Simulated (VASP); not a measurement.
# Al (Im-3m) in VASP: a series of runs

The runs below take Al through single point, with BLYP+D3(BJ), PBEsol+D3(BJ).

Everything below comes from runs of VASP 6.6.1. Logs are shortened: lines on timing, memory, paths and dates and some standing lists are left out, and cuts for length are marked.

## Step 1: The cell of the first run

The structure is cubic, space group Im-3m (No. 229). Conventional cell: a = 3.171 Å, b = 3.171 Å, c = 3.171 Å, α = 90.00°, β = 90.00°, γ = 90.00°. Within 3.6 Å of Al (site symmetry m-3m) lie 14 Al at 2.75 to 3.17 Å.

## Step 2: Single point, BLYP+D3(BJ)

Input file INCAR:

```
SYSTEM = Al
PREC = Accurate
ENCUT = 520
EDIFF = 1E-6
ISMEAR = 0
SIGMA = 0.1
LREAL = .FALSE.
LASPH = .TRUE.
NELM = 80
ALGO = Normal
ISIF = 2
LWAVE = .FALSE.
LCHARG = .FALSE.
GGA = B5
ALDAX = 1.0
AGGAX = 1.0
AGGAC = 1.0
ALDAC = 0.0
IVDW = 12
VDW_S6 = 1.0
VDW_S8 = 2.6996
VDW_A1 = 0.4298
VDW_A2 = 4.2359
NBANDS = 8
```

Input file KPOINTS:

```
Automatic mesh
0
G
  15 15 15
  0 0 0
```

Input file POSCAR:

```
Al
1.0
   -1.5856969901      1.5856969901      1.5856969901
    1.5856969901     -1.5856969901      1.5856969901
    1.5856969901      1.5856969901     -1.5856969901
Al
1
Direct
    0.0000000000      0.0000000000      0.0000000000
```

Potentials or basis: VASP PAW PBE potentials, release 64 (Al).

On the command line:

```console
cat potpaw_PBE.64/Al/POTCAR > POTCAR
mpirun -np 1 vasp_std > vasp.out
```

OUTCAR:

```text
SYSTEM = Al
   PREC = Accurate
   ENCUT = 520
   EDIFF = 1E-6
   ISMEAR = 0
   LREAL = .FALSE.
   LASPH = .TRUE.
   NELM = 80
   ISIF = 2
   GGA = B5
   IVDW = 12
 IVDW          = 12

 ion  position               nearest neighbor table
   1  0.000  0.000  0.000-

  LATTYP: Found a body centered cubic cell.
 ALAT       =     3.1713939802

  Lattice vectors:

 A1 = (  -1.5856969901,   1.5856969901,   1.5856969901)
 A2 = (   1.5856969901,  -1.5856969901,   1.5856969901)
 A3 = (   1.5856969901,   1.5856969901,  -1.5856969901)

Analysis of symmetry for initial positions (statically):
=====================================================================
 Subroutine PRICEL returns:
 Original cell was already a primitive cell.

 Routine SETGRP: Setting up the symmetry group for a
 body centered cubic supercell.

 Subroutine GETGRP returns: Found 48 space group operations
 (whereof 48 operations were pure point group operations)
 out of a pool of 48 trial point group operations.

The static configuration has the point symmetry O_h .

Analysis of symmetry for dynamics (positions and initial velocities):
=====================================================================
 Subroutine PRICEL returns:
 Original cell was already a primitive cell.

 Routine SETGRP: Setting up the symmetry group for a
 body centered cubic supercell.

 Subroutine GETGRP returns: Found 48 space group operations
 (whereof 48 operations were pure point group operations)
 out of a pool of 48 trial point group operations.

The dynamic configuration has the point symmetry O_h .

 Subroutine INISYM returns: Found 48 space group operations
 (whereof 48 operations are pure point group operations),
 and found     1 'primitive' translations

----------------------------------------------------------------------------------------

                                     Primitive cell

  volume of cell :      15.9485

  direct lattice vectors                    reciprocal lattice vectors
    -1.585696990  1.585696990  1.585696990     0.000000000  0.315318755  0.315318755
     1.585696990 -1.585696990  1.585696990     0.315318755  0.000000000  0.315318755
     1.585696990  1.585696990 -1.585696990     0.315318755  0.315318755  0.000000000

  length of vectors
     2.746507752  2.746507752  2.746507752     0.445928059  0.445928059  0.445928059

  position of ions in fractional coordinates (direct lattice)
     0.000000000  0.000000000  0.000000000

  ion indices of the primitive-cell ions
   primitive index   ion index
                 1           1

----------------------------------------------------------------------------------------

 KPOINTS: Automatic mesh

Automatic generation of k-mesh.
 Grid dimensions read from file:
 generate k-points for:   15   15   15

 Generating k-lattice:

  Cartesian coordinates                     Fractional coordinates (reciprocal lattice)
     0.000000000  0.021021250  0.021021250     0.066666667  0.000000000  0.000000000
     0.021021250  0.000000000  0.021021250     0.000000000  0.066666667  0.000000000
     0.021021250  0.021021250  0.000000000     0.000000000  0.000000000  0.066666667

  Length of vectors
     0.029728537  0.029728537  0.029728537

  Shift w.r.t. Gamma in fractional coordinates (k-lattice)
     0.000000000  0.000000000  0.000000000

 Subroutine IBZKPT returns following result:
 ===========================================

 Found    120 irreducible k-points:

 Following reciprocal coordinates:
            Coordinates               Weight
  0.000000  0.000000  0.000000      1.000000
  0.066667  0.000000  0.000000     12.000000
  0.133333  0.000000  0.000000     12.000000
  0.200000  0.000000  0.000000     12.000000
  0.266667  0.000000  0.000000     12.000000
  0.333333  0.000000  0.000000     12.000000
[... 16 lines left out ...]
  0.333333  0.200000  0.000000     48.000000
  0.400000  0.200000  0.000000     24.000000
 [... further k-points ...]
   k-points           NKPTS =    120   k-points in BZ     NKDIM =    120   number of bands    NBANDS=      8
   number of dos      NEDOS =    301   number of ions     NIONS =      1
   total plane-waves  NPLWV =   8000
   dimension x,y,z NGX =    20 NGY =   20 NGZ =   20
   dimension x,y,z NGXF=    40 NGYF=   40 NGZF=   40
   ions per type =               1
   NGX,Y,Z   is equivalent  to a cutoff of  12.11, 12.11, 12.11 a.u.
   NGXF,Y,Z  is equivalent  to a cutoff of  24.21, 24.21, 24.21 a.u.
 SYSTEM =  Al
   PREC   = accura    normal or accurate (medium, high low for compatibility)
   ISTART =      0    job   : 0-new  1-cont  2-samecut
   ICHARG =      2    charge: 1-file 2-atom 10-const
   ISPIN  =      1    spin polarized calculation?
   LNONCOLLINEAR =      F non collinear calculations
   LSORBIT =      F    spin-orbit coupling
   LASPH  =      T    aspherical Exc in radial PAW
   ENCUT  =  520.0 eV  38.22 Ry    6.18 a.u.   5.11  5.11  5.11*2*pi/ulx,y,z
   NELM   =     80;   NELMIN=  2; NELMDL= -5     # of ELM steps
   EDIFF  = 0.1E-05   stopping-criterion for ELM
   LREAL  =      F    real-space projection
   EDIFFG = 0.1E-04   stopping-criterion for IOM
   NSW    =      0    number of steps for IOM
   IBRION =     -1    ionic relax: 0-MD 1-quasi-New 2-CG
   NFREE  =      0    steps in history (QN), initial steepest desc. (CG)
   ISIF   =      2    stress and relaxation
   ISYM   =      2    0-nonsym 1-usesym 2-fastsym
   POTIM  = 0.5000    time-step for ionic-motion
   TEBEG  =    0.0;   TEEND  =   0.0 temperature during run
   PSTRESS=    0.0 pullay stress
   NELECT =       3.0000    total number of electrons
   NUPDOWN=      -1.0000    fix difference up-down
   EMIN   =  10.00;   EMAX   =-10.00  energy-range for DOS
   EFERMI =   0.00;   METHOD = LEGACY
   ISMEAR =     0;   SIGMA  =   0.10  broadening in eV -4-tet -1-fermi 0-gaus
   EFERMI_NEDOS =   21; number of points for ismear=-14 and -15
   IALGO  =     38    algorithm
   IMIX   =      4    mixing-type and parameters
     AMIX     =   0.40;   BMIX     =  1.00
     AMIX_MAG =   1.60;   BMIX_MAG =  1.00
  volume/ion in A,a.u.               =      15.95       107.63
  Fermi-wavevector in a.u.,A,eV,Ry     =   0.938012  1.772586 11.971310  0.879866
  Thomas-Fermi vector in A             =   2.065181
   LORBIT       =      0    0 simple, 1 ext, 2 COOP (PROOUT), +10 PAW based schemes
   GGA     = B5    functional components
   LHFCALC =     F    Hartree Fock is set to
   AEXX    =    0.0000 exact exchange contribution
   IVDW    =    12    specifies the selected vdW correction
   LEPSILON=     F    determine dielectric tensor
   LRPA    =     F    only Hartree local field effects (RPA)
 non-spin polarized calculation
 Gauss-broadening in eV      SIGMA  =   0.10
  energy-cutoff  :      520.00
  volume of cell :       15.95
 maximum number of plane-waves:       444
   NGX = 11   NGY = 11   NGZ = 11

 number of electron       3.0000000 magnetization

 Free energy of the ion-electron system (eV)
  ---------------------------------------------------
  ext. energy  EPLUGINS =         0.00000000
  ---------------------------------------------------
  free energy    TOTEN  =        -2.56987475 eV

  energy without entropy =       -2.56775579  energy(sigma->0) =       -2.56881527

 E-fermi :   8.8375     XC(G=0):  -9.8046

 val. band max:        8.8223511021   @ k =   0.2667   0.2667   0.0667
 cond. band min:       8.8942763696   @ k =   0.2667   0.2667   0.0000
 fundamental gap:      0.0719252674
 Fermi energy:         8.8374842041

 k-point     1 :       0.0000    0.0000    0.0000
  band No.  band energies     occupation
      1      -2.5112      2.00000
      2      22.2257      0.00000
      3      22.2257      0.00000
      4      22.2257      0.00000
      5      23.7468      0.00000
      6      23.7468      0.00000
      7      23.7468      0.00000
      8      25.5366      0.00000

 k-point     2 :       0.0667    0.0000    0.0000
  band No.  band energies     occupation
      1      -2.3805      2.00000
      2      20.6896      0.00000
      3      21.3375      0.00000
      4      21.7242      0.00000
      5      23.2583      0.00000
      6      24.3266      0.00000
      7      24.5696      0.00000
      8      24.8518      0.00000

 k-point     3 :       0.1333    0.0000    0.0000
  band No.  band energies     occupation
      1      -1.9892      2.00000
      2      18.0241      0.00000
      3      20.1620      0.00000
      4      20.6900      0.00000
      5      22.2647      0.00000
      6      23.4291      0.00000
      7      25.2214      0.00000
      8      25.7746      0.00000

 k-point     4 :       0.2000    0.0000    0.0000
  band No.  band energies     occupation
      1      -1.3395      2.00000
      2      15.2356      0.00000
      3      19.1486      0.00000
      4      19.6202      0.00000
      5      21.2628      0.00000
      6      22.5486      0.00000
      7      26.0961      0.00000
      8      26.2508      0.00000

 k-point     5 :       0.2667    0.0000    0.0000
  band No.  band energies     occupation
      1      -0.4349      2.00000
      2      12.5537      0.00000
      3      18.3334      0.00000
      4      18.6951      0.00000
      5      20.4111      0.00000
      6      21.7890      0.00000
      7      26.9362      0.00000
      8      27.1226      0.00000
[... 177 lines left out ...]
 k-point    22 :       0.2667    0.2000    0.0000
  band No.  band energies     occupation
      1       2.2438      2.00000
      2       9.6444      0.00000
      3      11.5471      0.00000
      4      16.8423      0.00000
      5      22.4875      0.00000
      6      24.0483      0.00000
      7      27.6137      0.00000
      8      29.6614      0.00000

 k-point    23 :       0.3333    0.2000    0.0000
  band No.  band energies     occupation
      1       3.7477      2.00000
      2       7.4870      2.00000
      3      11.1665      0.00000
      4      16.5116      0.00000
      5      22.1828      0.00000
      6      25.1150      0.00000
      7      27.2343      0.00000
      8      29.5792      0.00000

 k-point    24 :       0.4000    0.2000    0.0000
  band No.  band energies     occupation
      1       5.2687      2.00000
      2       5.7445      2.00000
      3      11.0424      0.00000
      4      16.4004      0.00000
      5      22.0775      0.00000
      6      25.7622      0.00000
      7      26.9602      0.00000
      8      29.1577      0.00000

 [... further k-points ...]

------------------------ aborting loop because EDIFF is reached ----------------------------------------

 Edisp (eV)   -0.80127

 E8    (eV) :    -0.5955

  FORCE on cell =-STRESS in cart. coord.  units (eV):
  Direction    XX          YY          ZZ          XY          YZ          ZX
  --------------------------------------------------------------------------------------
  -------------------------------------------------------------------------------------
  Total       0.01559     0.01559     0.01559    -0.00000     0.00000    -0.00000
  in kB       1.56643     1.56643     1.56643    -0.00000     0.00000    -0.00000
  external pressure =        1.57 kB  Pullay stress =        0.00 kB

 VOLUME and BASIS-vectors are now :
 -----------------------------------------------------------------------------
  energy-cutoff  :      520.00
  volume of cell :       15.95
      direct lattice vectors                 reciprocal lattice vectors
    -1.585696990  1.585696990  1.585696990     0.000000000  0.315318755  0.315318755
     1.585696990 -1.585696990  1.585696990     0.315318755  0.000000000  0.315318755
     1.585696990  1.585696990 -1.585696990     0.315318755  0.315318755  0.000000000

 POSITION                                       TOTAL-FORCE (eV/Angst)
 -----------------------------------------------------------------------------------
      0.00000      0.00000      0.00000        -0.000000     -0.000000      0.000000
 -----------------------------------------------------------------------------------
    total drift:                                0.000000      0.000000     -0.000000

  FREE ENERGIE OF THE ION-ELECTRON SYSTEM (eV)
  ---------------------------------------------------
  free  energy   TOTEN  =        -3.3711495442 eV

  energy  without entropy=       -3.3690305864  energy(sigma->0) =       -3.37009007
```

Wall time 9.8 s (1 thread of Intel Xeon Platinum 8375C at 2.90GHz (Ice Lake), shared host); peak memory 0.13 GiB.

Results:

| Quantity | Value |
| --- | --- |
| Free energy | -3.3711 eV |
| Pressure | 0.2 GPa |
| Dispersion energy per atom | -0.801 eV |

Caveat: the PAW data sets were made with another functional, which shifts forces and pressure a little; pairwise dispersion overbinds metals, which lowers pressure and volume.

## Step 3: Single point, PBEsol+D3(BJ)

This run uses another cell than the first one, of 15.88 Å³/atom, 0.995 times its volume.

Input file INCAR:

```
SYSTEM = Al
PREC = Accurate
ENCUT = 520
EDIFF = 1E-6
ISMEAR = 0
SIGMA = 0.1
LREAL = .False.
LASPH = .True.
NELM = 100
ALGO = Normal
ISIF = 2
LWAVE = .False.
LCHARG = .False.
GGA = PS
IVDW = 12
NBANDS = 8
```

Input file KPOINTS:

```
Automatic mesh
0
Gamma
  15 15 15
  0 0 0
```

Input file POSCAR:

```
Al
1.0
   -1.5832889457      1.5832889457      1.5832889457
    1.5832889457     -1.5832889457      1.5832889457
    1.5832889457      1.5832889457     -1.5832889457
Al
1
Direct
    0.0000000000      0.0000000000      0.0000000000
```

Potentials or basis: VASP PAW PBE potentials, release 64 (Al).

On the command line:

```console
cat potpaw_PBE.64/Al/POTCAR > POTCAR
mpirun -np 1 vasp_std > vasp.out
```

It took 8 s on 1 thread of Intel Xeon Platinum 8375C at 2.90GHz (Ice Lake), shared host; peak memory 0.13 GiB.

It converged, with:

* Free energy: -4.3188 eV
* Pressure: 0.1 GPa
* Dispersion energy per atom: -0.330 eV

Levels at points of the mesh, in eV from the Fermi level:
| k point | band 1 | band 2 | band 3 | band 4 | band 5 |
| --- | --- | --- | --- | --- | --- |
| (0.00, 0.00, 0.00) | -11.40 | 13.47 | 13.47 | 13.47 | 15.25 |

Caveat: the PAW data sets were made with another functional, which shifts forces and pressure a little; pairwise dispersion overbinds metals, which lowers pressure and volume.
